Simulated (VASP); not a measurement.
# Sc2BP3 (P-6m2) in VASP: further runs, part 2 of 2

VASP 6.6.1. Earlier steps stand in the parts before.

**3. Single point, PBE, collinear spin**

This run uses another cell than the first one, of 23.41 Å³/atom.

File INCAR:

```
PREC     = Accurate       # precision mode
ENCUT    = 520            # plane-wave cutoff, eV
EDIFF    = 1E-6           # SCF threshold, eV
ISMEAR   = 0              # smearing method
SIGMA    = 0.1            # smearing width, eV
LREAL    = False          # projectors in reciprocal space
LASPH    = True           # aspherical terms in the spheres
NELM     = 150            # most SCF steps
ALGO     = Normal         # electronic algorithm
ISIF     = 2              # what is computed and relaxed
LWAVE    = False          # write WAVECAR
LCHARG   = False          # write CHGCAR
ISPIN    = 2              # spin polarisation
MAGMOM   = 1 1 0 0 0 0    # initial moments
LORBIT   = 11             # projections on sites
LMAXMIX  = 4              # l up to which the mixer works
GGA      = PE             # functional
NBANDS   = 33             # bands
```

File KPOINTS:

```
regular mesh
0
Gamma
  6 6 2
```

File POSCAR:

```
Sc2BP3
1.0
    4.2577950952      0.0000000000      0.0000000000
   -2.1288975476      3.6873587165      0.0000000000
    0.0000000000      0.0000000000      8.9467336909
Sc B P
2 1 3
Direct
    0.6666666667      0.3333333333      0.5000000000
    0.3333333333      0.6666666667      0.0000000000
    0.3333333333      0.6666666667      0.5000000000
    0.3333333333      0.6666666667      0.3047609964
    0.3333333333      0.6666666667      0.6952390036
    0.6666666667      0.3333333333      0.0000000000
```

Potentials or basis: VASP PAW PBE potentials, release 64 (Sc_sv, B, P).

The run is started by

```sh
$ cat potpaw_PBE.64/Sc_sv/POTCAR potpaw_PBE.64/B/POTCAR potpaw_PBE.64/P/POTCAR > POTCAR
$ mpirun -np 1 vasp_std > vasp.out
```

OUTCAR:

```text
PREC = Accurate
   ENCUT = 520
   EDIFF = 1E-6
   ISMEAR = 0
   LREAL = False
   LASPH = True
   NELM = 150
   ISIF = 2
   ISPIN = 2
   LORBIT = 11
   GGA = PE

 ion  position               nearest neighbor table
   1  0.667  0.333  0.500-   3 2.46   3 2.46   3 2.46   4 3.02   5 3.02   4 3.02   5 3.02   5 3.02
                             4 3.02
   2  0.333  0.667  0.000-   6 2.46   6 2.46   6 2.46   4 2.73   5 2.73
   3  0.333  0.667  0.500-   4 1.75   5 1.75   1 2.46   1 2.46   1 2.46
   4  0.333  0.667  0.305-   3 1.75   2 2.73   1 3.02   1 3.02   1 3.02
   5  0.333  0.667  0.695-   3 1.75   2 2.73   1 3.02   1 3.02   1 3.02
   6  0.667  0.333  0.000-   2 2.46   2 2.46   2 2.46

  LATTYP: Found a hexagonal cell.
 ALAT       =     4.2577950952
 C/A-ratio  =     2.1012598049

  Lattice vectors:

 A1 = (   4.2577950952,   0.0000000000,   0.0000000000)
 A2 = (  -2.1288975476,   3.6873587165,   0.0000000000)
 A3 = (   0.0000000000,   0.0000000000,   8.9467336909)

Analysis of symmetry for initial positions (statically):
=====================================================================
 Subroutine PRICEL returns:
 Original cell was already a primitive cell.

 Routine SETGRP: Setting up the symmetry group for a
 hexagonal supercell.

 Subroutine GETGRP returns: Found 12 space group operations
 (whereof 12 operations were pure point group operations)
 out of a pool of 24 trial point group operations.

The static configuration has the point symmetry D_3h.

Analysis of symmetry for dynamics (positions and initial velocities):
=====================================================================
 Subroutine PRICEL returns:
 Original cell was already a primitive cell.

 Routine SETGRP: Setting up the symmetry group for a
 hexagonal supercell.

 Subroutine GETGRP returns: Found 12 space group operations
 (whereof 12 operations were pure point group operations)
 out of a pool of 24 trial point group operations.

The dynamic configuration has the point symmetry D_3h.

Analysis of structural, dynamic, and magnetic symmetry:
=====================================================================
 Subroutine PRICEL returns:
 Original cell was already a primitive cell.

 Routine SETGRP: Setting up the symmetry group for a
 hexagonal supercell.

 Subroutine GETGRP returns: Found 12 space group operations
 (whereof 12 operations were pure point group operations)
 out of a pool of 24 trial point group operations.

The overall configuration has the point symmetry D_3h.

 Subroutine INISYM returns: Found 12 space group operations
 (whereof 12 operations are pure point group operations),
 and found     1 'primitive' translations

----------------------------------------------------------------------------------------

                                     Primitive cell

  volume of cell :     140.4639

  direct lattice vectors                    reciprocal lattice vectors
     4.257795095  0.000000000  0.000000000     0.234863345  0.135598416  0.000000000
    -2.128897548  3.687358716  0.000000000     0.000000000  0.271196831  0.000000000
     0.000000000  0.000000000  8.946733691     0.000000000  0.000000000  0.111772635
[... 84 lines left out ...]
   NSW    =      0    number of steps for IOM
   IBRION =     -1    ionic relax: 0-MD 1-quasi-New 2-CG
   NFREE  =      0    steps in history (QN), initial steepest desc. (CG)
   ISIF   =      2    stress and relaxation
   ISYM   =      2    0-nonsym 1-usesym 2-fastsym
   POTIM  = 0.5000    time-step for ionic-motion
   TEBEG  =    0.0;   TEEND  =   0.0 temperature during run
   PSTRESS=    0.0 pullay stress
   NELECT =      40.0000    total number of electrons
   NUPDOWN=      -1.0000    fix difference up-down
   EMIN   =  10.00;   EMAX   =-10.00  energy-range for DOS
   EFERMI =   0.00;   METHOD = LEGACY
   ISMEAR =     0;   SIGMA  =   0.10  broadening in eV -4-tet -1-fermi 0-gaus
   EFERMI_NEDOS =   21; number of points for ismear=-14 and -15
   IALGO  =     38    algorithm
   IMIX   =      4    mixing-type and parameters
     AMIX     =   0.40;   BMIX     =  1.00
     AMIX_MAG =   1.60;   BMIX_MAG =  1.00
  volume/ion in A,a.u.               =      23.41       157.98
  Fermi-wavevector in a.u.,A,eV,Ry     =   1.077060  2.035348 15.783554  1.160058
  Thomas-Fermi vector in A             =   2.212962
   LORBIT       =     11    0 simple, 1 ext, 2 COOP (PROOUT), +10 PAW based schemes
   GGA     = PE    functional components
   LHFCALC =     F    Hartree Fock is set to
   AEXX    =    0.0000 exact exchange contribution
   IVDW    =     0    specifies the selected vdW correction
   LEPSILON=     F    determine dielectric tensor
   LRPA    =     F    only Hartree local field effects (RPA)
 spin polarized calculation
 Gauss-broadening in eV      SIGMA  =   0.10
  energy-cutoff  :      520.00
  volume of cell :      140.46
 maximum number of plane-waves:      3804
 NGX is ok and might be reduce to    32
   NGX = 15   NGY = 15   NGZ = 33

 number of electron      40.0000000 magnetization       0.1966663

 Free energy of the ion-electron system (eV)
  ---------------------------------------------------
  ext. energy  EPLUGINS =         0.00000000
  ---------------------------------------------------
  free energy    TOTEN  =       -37.16173907 eV

  energy without entropy =      -37.14275099  energy(sigma->0) =      -37.15224503

 E-fermi :   3.0939     XC(G=0):  -8.8077

 val. band max:        3.0769071014   @ k =   0.3333   0.3333   0.0000
 cond. band min:       3.1016103068   @ k =   0.3333   0.0000   0.0000
 fundamental gap:      0.0247032053
 Fermi energy:         3.0938518628

 spin component 1

 k-point     1 :       0.0000    0.0000    0.0000
  band No.  band energies     occupation
      1     -47.5037      1.00000
      2     -46.0102      1.00000
      3     -26.1393      1.00000
      4     -26.1393      1.00000
      5     -26.0484      1.00000
      6     -24.8028      1.00000
[... 479 lines left out ...]
     31       6.8161      0.00000
     32       7.5103      0.00000
 Fermi energy:         3.0938518628

 spin component 2

 k-point     1 :       0.0000    0.0000    0.0000
  band No.  band energies     occupation
      1     -47.4118      1.00000
      2     -46.0084      1.00000
      3     -26.0651      1.00000
      4     -26.0651      1.00000
      5     -25.9121      1.00000
      6     -24.8008      1.00000
[... 479 lines left out ...]
     31       6.8322      0.00000
     32       7.5853      0.00000
 [bands above 32 left out]

------------------------ aborting loop because EDIFF is reached ----------------------------------------

  FORCE on cell =-STRESS in cart. coord.  units (eV):
  Direction    XX          YY          ZZ          XY          YZ          ZX
  --------------------------------------------------------------------------------------
  -------------------------------------------------------------------------------------
  Total        0.1180828      0.1180828     -0.1007827      0.0000000     -0.0000000      0.0000000
  in kB        1.3468911      1.3468911     -1.1495604      0.0000000     -0.0000000      0.0000000
  external PRESSURE =       0.5147406 kB  Pullay stress =       0.0000000 kB

 VOLUME and BASIS-vectors are now :
 -----------------------------------------------------------------------------
  energy-cutoff  :      520.00
  volume of cell :      140.46
      direct lattice vectors                 reciprocal lattice vectors
     4.257795095  0.000000000  0.000000000     0.234863345  0.135598416  0.000000000
    -2.128897548  3.687358716  0.000000000     0.000000000  0.271196831  0.000000000
     0.000000000  0.000000000  8.946733691     0.000000000  0.000000000  0.111772635

 POSITION                                       TOTAL-FORCE (eV/Angst)
 -----------------------------------------------------------------------------------
      2.12890      1.22912      4.47337         0.000000     -0.000000      0.000000
     -0.00000      2.45824      0.00000         0.000000      0.000000      0.000000
     -0.00000      2.45824      4.47337         0.000000      0.000000      0.000000
     -0.00000      2.45824      2.72662         0.000000     -0.000000      0.036191
     -0.00000      2.45824      6.22012         0.000000      0.000000     -0.036191
      2.12890      1.22912      0.00000        -0.000000      0.000000      0.000000
 -----------------------------------------------------------------------------------
    total drift:                                0.000000     -0.000000      0.000000

  FREE ENERGIE OF THE ION-ELECTRON SYSTEM (eV)
  ---------------------------------------------------
  free  energy   TOTEN  =       -37.1617390714 eV

  energy  without entropy=      -37.1427509935  energy(sigma->0) =      -37.15224503

 total charge

# of ion       s       p       d       tot
------------------------------------------
    1        2.155   6.100   0.987   9.243
    2        2.216   6.168   1.117   9.502
    3        0.745   1.305   0.000   2.050
    4        1.058   1.470   0.000   2.528
    5        1.058   1.470   0.000   2.528
    6        1.061   1.530   0.000   2.590
--------------------------------------------------
tot          8.293  18.043   2.104  28.440

 magnetization (x)

# of ion       s       p       d       tot
------------------------------------------
    1        0.001   0.002   0.101   0.104
    2        0.000  -0.000   0.002   0.002
    3        0.001   0.013   0.000   0.014
    4       -0.000   0.002   0.000   0.002
    5       -0.000   0.002   0.000   0.002
    6        0.001  -0.004   0.000  -0.003
--------------------------------------------------
tot          0.003   0.015   0.103   0.121
```

Run time: 4.2 min. Hardware: 1 thread of Oxide Virtual Turin-like, shared host; peak memory 0.32 GiB.

What came out:

* Free energy: -37.1617 eV
* Pressure: 0.1 GPa
* Largest force: 0.036 eV/Å
* Net moment: 0.20 μB per cell
* Site moments: Sc +0.10, +0.00; B +0.01; P +0.00, -0.00 (each value once) μB
* Valence electrons inside the program's atomic spheres: Sc 9.24, 9.50; B 2.05; P 2.53, 2.59 (each value once)

Forces in eV/Å, atoms in the order of the input:
```
Sc   0.000  0.000  0.000
Sc   0.000  0.000  0.000
B    0.000  0.000  0.000
P    0.000  0.000  0.036
P    0.000  0.000 -0.036
P    0.000  0.000  0.000
```

Levels at points of the mesh, in eV from the Fermi level:
Spin up:
| k point | band 16 | band 17 | band 18 | band 19 | band 20 | band 21 | band 22 | band 23 | band 24 | band 25 |
| --- | --- | --- | --- | --- | --- | --- | --- | --- | --- | --- |
| (0.00, 0.00, 0.00) | -1.66 | -1.66 | -0.99 | -0.99 | 0.26 | 0.63 | 1.55 | 1.55 | 1.61 | 1.61 |
| (0.50, 0.00, 0.00) | -2.96 | -2.27 | -1.67 | -0.80 | -0.39 | -0.07 | 0.83 | 1.29 | 1.64 | 1.84 |
| (0.00, 0.00, 0.50) | -1.69 | -1.69 | -0.85 | -0.85 | -0.28 | 1.09 | 1.10 | 1.10 | 1.78 | 1.78 |
| (0.50, 0.00, 0.50) | -2.71 | -1.78 | -1.73 | -1.57 | -0.59 | 0.56 | 0.89 | 0.92 | 1.71 | 1.93 |
Spin down:
```csv
k point,band 18,band 19,band 20,band 21,band 22,band 23
"(0.00, 0.00, 0.00)",-0.97,-0.97,0.24,0.80,1.58,1.58
"(0.50, 0.00, 0.00)",-1.65,-0.80,-0.40,0.09,0.92,1.36
"(0.00, 0.00, 0.50)",-0.83,-0.83,-0.28,1.13,1.13,1.30
"(0.50, 0.00, 0.50)",-1.71,-1.54,-0.58,0.69,0.93,1.02
```
